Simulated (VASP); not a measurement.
Write the native input for VASP 6.6.1 that does the following.

```yaml
Task: single point
Functional: HSE06
Potentials_or_basis: VASP PAW PBE potentials, release 64 (K_sv, I)
Cutoff: 520 eV
k_mesh: 4 × 4 × 4
Occupations: gaussian, width 0.01 eV
Spin: no spin polarisation
Dipole_correction: no
Grid_for_exact_exchange_PRECFOCK: Normal
Further_INCAR_settings: ALGO = Normal; EDIFF = 1e-06; NBANDS = 15
Share_of_exact_exchange: 0.25
Screening_parameter: 0.2079 1/Å
```

Crystal: KI.

```
CELL_PARAMETERS angstrom
0.00000 3.54457 3.54457
3.54457 0.00000 3.54457
3.54457 3.54457 0.00000
ATOMIC_POSITIONS crystal
K 0.00000 0.00000 0.00000
I 0.50000 0.50000 0.50000
```

The input as run:

POSCAR

```
KI
1.0
    0.0000000000      3.5445661619      3.5445661619
    3.5445661619      0.0000000000      3.5445661619
    3.5445661619      3.5445661619      0.0000000000
K I
1 1
Direct
    0.0000000000      0.0000000000      0.0000000000
    0.5000000000      0.5000000000      0.5000000000
```

INCAR.step1

```
SYSTEM = KI
PREC = Accurate
ENCUT = 520
EDIFF = 1E-5
ISMEAR = 0
SIGMA = 0.01
LREAL = .FALSE.
LASPH = .TRUE.
NELM = 80
ALGO = Normal
ISIF = 2
LWAVE = .TRUE.
LCHARG = .FALSE.
NBANDS = 15
GGA = PE
```

INCAR.step2

```
SYSTEM = KI
PREC = Accurate
ENCUT = 520
EDIFF = 1E-6
ISMEAR = 0
SIGMA = 0.01
LREAL = .FALSE.
LASPH = .TRUE.
NELM = 80
ALGO = Normal
ISIF = 2
LWAVE = .FALSE.
LCHARG = .FALSE.
GGA = PE
LHFCALC = .TRUE.
HFSCREEN = 0.2079
PRECFOCK = Normal
NBANDS = 15
ISTART = 1
```

KPOINTS

```
Automatic mesh
0
G
  4 4 4
  0 0 0
```

Potentials or basis: VASP PAW PBE potentials, release 64 (K_sv, I).

Command:

```console
$ cat potpaw_PBE.64/K_sv/POTCAR potpaw_PBE.64/I/POTCAR > POTCAR
$ cp INCAR.step1 INCAR
$ mpirun -np 1 vasp_std > vasp.out
$ cp INCAR.step2 INCAR
$ mpirun -np 1 vasp_std > vasp.out
```

Results of the run:

```json
{
  "Pressure": "0.3 GPa",
  "Band gap on the k mesh": "4.93 eV"
}
```

Caveat: the PAW data sets were made with another functional, which shifts forces and pressure a little; spin-orbit coupling is left out, which moves the levels of the heavy elements.

It took 11 min on 1 thread of Intel(R) Xeon(R) Platinum 8259CL CPU @ 2.50GHz (Skylake/Cascade Lake) (shared host), peak memory 0.36 GiB.
